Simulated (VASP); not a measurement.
# ScTa2 (P-3m1) in VASP: notebook, part 2 of 3

VASP 6.6.1. The steps go on from the part before.

### Step 3. Single point, PBE

This run uses another cell than the first one, of 19.86 Å³/atom, 0.984 times its volume.

Input file INCAR:

```
PREC = Accurate
ENCUT = 520
EDIFF = 1E-6
ISMEAR = 0
SIGMA = 0.1
LREAL = False
LASPH = True
NELM = 80
ALGO = Normal
ISIF = 2
LWAVE = False
LCHARG = False
GGA = PE
NBANDS = 24
```

Input file KPOINTS:

```
Automatic mesh
0
Gamma
  6 6 6
```

Input file POSCAR:

```
ScTa2
1.0
    4.8528665717      0.0000000000      0.0000000000
   -2.4264332858      4.2027057323      0.0000000000
    0.0000000000      0.0000000000      2.9213684543
Sc Ta
1 2
Direct
    0.0000000000      0.0000000000      0.0000000000
    0.3333333333      0.6666666667      0.4987225264
    0.6666666667      0.3333333333      0.5012774736
```

Potentials or basis: VASP PAW PBE potentials, release 64 (Sc_sv, Ta_pv).

On the command line:

```sh
$ cat potpaw_PBE.64/Sc_sv/POTCAR potpaw_PBE.64/Ta_pv/POTCAR > POTCAR
$ mpirun -np 1 vasp_std > vasp.out
```

OUTCAR:

```text
PREC = Accurate
   ENCUT = 520
   EDIFF = 1E-6
   ISMEAR = 0
   LREAL = False
   LASPH = True
   NELM = 80
   ISIF = 2
   GGA = PE

 ion  position               nearest neighbor table
   1  0.000  0.000  0.000-   2 3.16   3 3.16   3 3.16   2 3.16   3 3.16   2 3.16   3 3.16   2 3.16
                             3 3.16   2 3.16   3 3.16   2 3.16
   2  0.333  0.667  0.499-   3 2.80   3 2.80   3 2.80   1 3.16   1 3.16   1 3.16   1 3.16   1 3.16
                             1 3.16
   3  0.667  0.333  0.501-   2 2.80   2 2.80   2 2.80   1 3.16   1 3.16   1 3.16   1 3.16   1 3.16
                             1 3.16

  LATTYP: Found a hexagonal cell.
 ALAT       =     4.8528665717
 C/A-ratio  =     0.6019882086

  Lattice vectors:

 A1 = (   4.8528665717,   0.0000000000,   0.0000000000)
 A2 = (  -2.4264332858,   4.2027057323,   0.0000000000)
 A3 = (   0.0000000000,   0.0000000000,   2.9213684543)

Analysis of symmetry for initial positions (statically):
=====================================================================
 Subroutine PRICEL returns:
 Original cell was already a primitive cell.

 Routine SETGRP: Setting up the symmetry group for a
 hexagonal supercell.

 Subroutine GETGRP returns: Found 12 space group operations
 (whereof 12 operations were pure point group operations)
 out of a pool of 24 trial point group operations.

The static configuration has the point symmetry D_3d.

Analysis of symmetry for dynamics (positions and initial velocities):
=====================================================================
 Subroutine PRICEL returns:
 Original cell was already a primitive cell.

 Routine SETGRP: Setting up the symmetry group for a
 hexagonal supercell.

 Subroutine GETGRP returns: Found 12 space group operations
 (whereof 12 operations were pure point group operations)
 out of a pool of 24 trial point group operations.

The dynamic configuration has the point symmetry D_3d.

 Subroutine INISYM returns: Found 12 space group operations
 (whereof 12 operations are pure point group operations),
 and found     1 'primitive' translations

----------------------------------------------------------------------------------------

                                     Primitive cell

  volume of cell :      59.5818

  direct lattice vectors                    reciprocal lattice vectors
     4.852866572  0.000000000  0.000000000     0.206063774  0.118970975  0.000000000
    -2.426433286  4.202705732  0.000000000     0.000000000  0.237941951  0.000000000
     0.000000000  0.000000000  2.921368454     0.000000000  0.000000000  0.342305332

  length of vectors
     4.852866572  4.852866572  2.921368454     0.237941951  0.237941951  0.342305332

  position of ions in fractional coordinates (direct lattice)
     0.000000000  0.000000000  0.000000000
     0.333333333  0.666666667  0.498722526
     0.666666667  0.333333333  0.501277474

  ion indices of the primitive-cell ions
   primitive index   ion index
                 1           1
                 2           2
                 3           3

----------------------------------------------------------------------------------------

 KPOINTS: Automatic mesh

Automatic generation of k-mesh.
 Grid dimensions read from file:
 generate k-points for:    6    6    6

 Generating k-lattice:

  Cartesian coordinates                     Fractional coordinates (reciprocal lattice)
     0.034343962  0.019828496  0.000000000     0.166666667  0.000000000  0.000000000
     0.000000000  0.039656992  0.000000000     0.000000000  0.166666667  0.000000000
     0.000000000  0.000000000  0.057050889     0.000000000  0.000000000  0.166666667

  Length of vectors
     0.039656992  0.039656992  0.057050889

  Shift w.r.t. Gamma in fractional coordinates (k-lattice)
     0.000000000  0.000000000  0.000000000

 Subroutine IBZKPT returns following result:
 ===========================================

 Found     34 irreducible k-points:

 Following reciprocal coordinates:
            Coordinates               Weight
  0.000000  0.000000  0.000000      1.000000
  0.166667  0.000000  0.000000      6.000000
  0.333333  0.000000  0.000000      6.000000
  0.500000  0.000000  0.000000      3.000000
  0.166667  0.166667  0.000000      6.000000
  0.333333  0.166667  0.000000     12.000000
[... 16 lines left out ...]
  0.500000  0.000000  0.333333      6.000000
  0.166667  0.166667  0.333333     12.000000
 [... further k-points ...]
   k-points           NKPTS =     34   k-points in BZ     NKDIM =     34   number of bands    NBANDS=     24
   number of dos      NEDOS =    301   number of ions     NIONS =      3
   total plane-waves  NPLWV =  31104
   dimension x,y,z NGX =    36 NGY =   36 NGZ =   24
   dimension x,y,z NGXF=    72 NGYF=   72 NGZF=   48
   ions per type =               1   2
   NGX,Y,Z   is equivalent  to a cutoff of  12.33, 12.33, 13.66 a.u.
   NGXF,Y,Z  is equivalent  to a cutoff of  24.67, 24.67, 27.32 a.u.
 SYSTEM =  unknown system
   PREC   = accura    normal or accurate (medium, high low for compatibility)
   ISTART =      0    job   : 0-new  1-cont  2-samecut
   ICHARG =      2    charge: 1-file 2-atom 10-const
   ISPIN  =      1    spin polarized calculation?
   LNONCOLLINEAR =      F non collinear calculations
   LSORBIT =      F    spin-orbit coupling
   LASPH  =      T    aspherical Exc in radial PAW
   ENCUT  =  520.0 eV  38.22 Ry    6.18 a.u.   9.02  9.02  5.43*2*pi/ulx,y,z
   NELM   =     80;   NELMIN=  2; NELMDL= -5     # of ELM steps
   EDIFF  = 0.1E-05   stopping-criterion for ELM
   LREAL  =      F    real-space projection
   EDIFFG = 0.1E-04   stopping-criterion for IOM
   NSW    =      0    number of steps for IOM
   IBRION =     -1    ionic relax: 0-MD 1-quasi-New 2-CG
   NFREE  =      0    steps in history (QN), initial steepest desc. (CG)
   ISIF   =      2    stress and relaxation
   ISYM   =      2    0-nonsym 1-usesym 2-fastsym
   POTIM  = 0.5000    time-step for ionic-motion
   TEBEG  =    0.0;   TEEND  =   0.0 temperature during run
   PSTRESS=    0.0 pullay stress
   NELECT =      33.0000    total number of electrons
   NUPDOWN=      -1.0000    fix difference up-down
   EMIN   =  10.00;   EMAX   =-10.00  energy-range for DOS
   EFERMI =   0.00;   METHOD = LEGACY
   ISMEAR =     0;   SIGMA  =   0.10  broadening in eV -4-tet -1-fermi 0-gaus
   EFERMI_NEDOS =   21; number of points for ismear=-14 and -15
   IALGO  =     38    algorithm
   IMIX   =      4    mixing-type and parameters
     AMIX     =   0.40;   BMIX     =  1.00
     AMIX_MAG =   1.60;   BMIX_MAG =  1.00
  volume/ion in A,a.u.               =      19.86       134.03
  Fermi-wavevector in a.u.,A,eV,Ry     =   1.344441  2.540624 24.592806  1.807520
  Thomas-Fermi vector in A             =   2.472434
   LORBIT       =      0    0 simple, 1 ext, 2 COOP (PROOUT), +10 PAW based schemes
   GGA     = PE    functional components
   LHFCALC =     F    Hartree Fock is set to
   AEXX    =    0.0000 exact exchange contribution
   IVDW    =     0    specifies the selected vdW correction
   LEPSILON=     F    determine dielectric tensor
   LRPA    =     F    only Hartree local field effects (RPA)
 non-spin polarized calculation
 Gauss-broadening in eV      SIGMA  =   0.10
  energy-cutoff  :      520.00
  volume of cell :       59.58
 maximum number of plane-waves:      1623
   NGX = 19   NGY = 19   NGZ = 11

 number of electron      33.0000001 magnetization

 Free energy of the ion-electron system (eV)
  ---------------------------------------------------
  ext. energy  EPLUGINS =         0.00000000
  ---------------------------------------------------
  free energy    TOTEN  =       -29.38701750 eV

  energy without entropy =      -29.37289882  energy(sigma->0) =      -29.37995816

 E-fermi :   5.1458     XC(G=0): -11.6675

 val. band max:        5.1337890231   @ k =   0.3333   0.3333   0.1667
 cond. band min:       5.1528155799   @ k =   0.5000   0.0000   0.3333
 fundamental gap:      0.0190265569
 Fermi energy:         5.1457624535

 k-point     1 :       0.0000    0.0000    0.0000
  band No.  band energies     occupation
      1     -44.0766      2.00000
      2     -29.3399      2.00000
      3     -29.3399      2.00000
      4     -28.7231      2.00000
      5     -28.7128      2.00000
      6     -28.7128      2.00000
[... 16 lines left out ...]
     23       7.8274      0.00000
     24       7.8274      0.00000
[... 598 lines left out ...]
      2     -29.3186      2.00000
      3     -29.2013      2.00000
      4     -29.1930      2.00000
      5     -29.0835      2.00000
      6     -28.7557      2.00000
[... 16 lines left out ...]
     23       8.9514      0.00000
     24       9.1218      0.00000

 [... further k-points ...]
[... 5 lines left out ...]
  --------------------------------------------------------------------------------------
  -------------------------------------------------------------------------------------
  Total        0.0402916      0.0402916      0.0264189      0.0000000      0.0000000     -0.0000000
  in kB        1.0834575      1.0834575      0.7104138      0.0000000      0.0000000     -0.0000000
  external PRESSURE =       0.9591096 kB  Pullay stress =       0.0000000 kB

 VOLUME and BASIS-vectors are now :
 -----------------------------------------------------------------------------
  energy-cutoff  :      520.00
  volume of cell :       59.58
      direct lattice vectors                 reciprocal lattice vectors
     4.852866572  0.000000000  0.000000000     0.206063774  0.118970975  0.000000000
    -2.426433286  4.202705732  0.000000000     0.000000000  0.237941951  0.000000000
     0.000000000  0.000000000  2.921368454     0.000000000  0.000000000  0.342305332

 POSITION                                       TOTAL-FORCE (eV/Angst)
 -----------------------------------------------------------------------------------
      0.00000      0.00000      0.00000        -0.000000      0.000000      0.000000
     -0.00000      2.80180      1.45695         0.000000     -0.000000      0.001625
      2.42643      1.40090      1.46442        -0.000000      0.000000     -0.001625
 -----------------------------------------------------------------------------------
    total drift:                                0.000000     -0.000000      0.000000

  FREE ENERGIE OF THE ION-ELECTRON SYSTEM (eV)
  ---------------------------------------------------
  free  energy   TOTEN  =       -29.3870174979 eV

  energy  without entropy=      -29.3728988203  energy(sigma->0) =      -29.37995816
```

stdout:

```text
POSCAR found type information on POSCAR ScTa
 POSCAR found :  2 types and       3 ions
 scaLAPACK will be used
 LDA part: xc-table for (Slater+PW92), standard interpolation
 POSCAR, INCAR and KPOINTS ok, starting setup
 FFT: planning ... GRIDC
 FFT: planning ... GRID_SOFT
 FFT: planning ... GRID
 WAVECAR not read
 entering main loop
```

It took 31 s on 1 thread of AMD EPYC 9R45 (Zen 5), shared host; peak memory 0.17 GiB.

What came out:

| Quantity | Value |
| --- | --- |
| Free energy | -29.3870 eV |
| Pressure | 0.1 GPa |

Levels at points of the mesh, in eV from the Fermi level:
| k point | band 14 | band 15 | band 16 | band 17 | band 18 | band 19 |
| --- | --- | --- | --- | --- | --- | --- |
| (0.00, 0.00, 0.00) | -1.26 | -1.26 | -0.81 | -0.81 | 0.89 | 1.53 |
| (0.50, 0.00, 0.00) | -1.40 | -1.38 | -1.07 | 0.25 | 0.83 | 0.86 |
| (0.00, 0.00, 0.50) | -1.73 | -1.73 | -1.47 | 0.53 | 0.53 | 1.05 |
| (0.50, 0.00, 0.50) | -1.45 | -1.40 | -1.21 | 0.27 | 0.42 | 1.14 |

Caveat: spin-orbit coupling is left out, which moves the levels of the heavy elements.

[end of part 2 of 3]
